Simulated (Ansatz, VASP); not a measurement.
Hg in VASP and in Ansatz

The input INCAR:

```
SYSTEM = Hg
PREC = Accurate ; ENCUT = 520
EDIFF = 1E-6 ; ISMEAR = 0
SIGMA = 0.1 ; LREAL = .False.
LASPH = .True. ; NELM = 150
ALGO = Fast ; ISIF = 2
LWAVE = .False. ; LCHARG = .True.
ISPIN = 2 ; MAGMOM = 1
LORBIT = 11 ; GGA = PE
LELF = .True. ; LVHAR = .True.
NBANDS = 16
```

Contents of KPOINTS:

```
regular mesh
0
Gamma
  6 6 6
  0 0 0
```

POSCAR

```
Hg
1.0
    2.3337097474     -2.1371934066      0.0000000000
    2.3337097474      2.1371934066      0.0000000000
   -0.3643040775      0.0000000000      3.1755093265
Hg
1
Direct
    0.5000000000      0.5000000000      0.5000000000
```

Input for Ansatz:

```yaml
crystal:
  lattice:
    - [2.3337097474, -2.1371934066, 0.0]
    - [2.3337097474, 2.1371934066, 0.0]
    - [-0.3643040775, 0.0, 3.1755093265]
  atoms:
    - { symbol: Hg, position: [0.5, 0.5, 0.5], spin: 1.0 }
basis:
  ecutwfc: 420
kpoints:
  mp_grid: { grid: [6, 6, 6] }
hamiltonian:
  xc: pbe
scf:
  occupations: { method: gaussian, width: 0.1 }
  lower_state_search: "off"
  n_extra_bands: 2
  convergence: { dr2_threshold: "1e-2 eV" }
output:
  forces: true
  stress: true
  eigenvalues: true
  populations: true
magnetization:
  spin_polarized: true
```

Alike in both runs: task single point; functional PBE; k mesh 6 × 6 × 6; occupations gaussian, width 0.1 eV; collinear spin.

|  | VASP | Ansatz |
| --- | --- | --- |
| version | VASP 6.6.1 | Ansatz 0.2.0 |
| potentials or method | VASP PAW PBE potentials, release 64 (Hg), cutoff 520 eV | scalar-relativistic, plane waves, PAW |
| valence electrons in the cell | 12 | 20 |

```tsv
	VASP	Ansatz	Ansatz less VASP
gap on the k mesh at the Fermi level (eV)	none	none	-
pressure (GPa)	-1.0	-1.1	-0.11
traceless stress, the component that is largest in VASP (GPa)	-0.08	-0.10	-0.024
net moment per atom (μB)	0.00	0.00	0.000
```

A gap of «none» marks a metal or a gap that the smearing closes. VASP's potentials hold 12 valence electrons a cell and Ansatz's 20, so a difference there can come from the potentials and not from the codes. Ansatz's warnings: force scf threshold loose, moment headroom below auto, seeded moment not kept, stress scf threshold loose.

Spin-orbit coupling is off throughout.
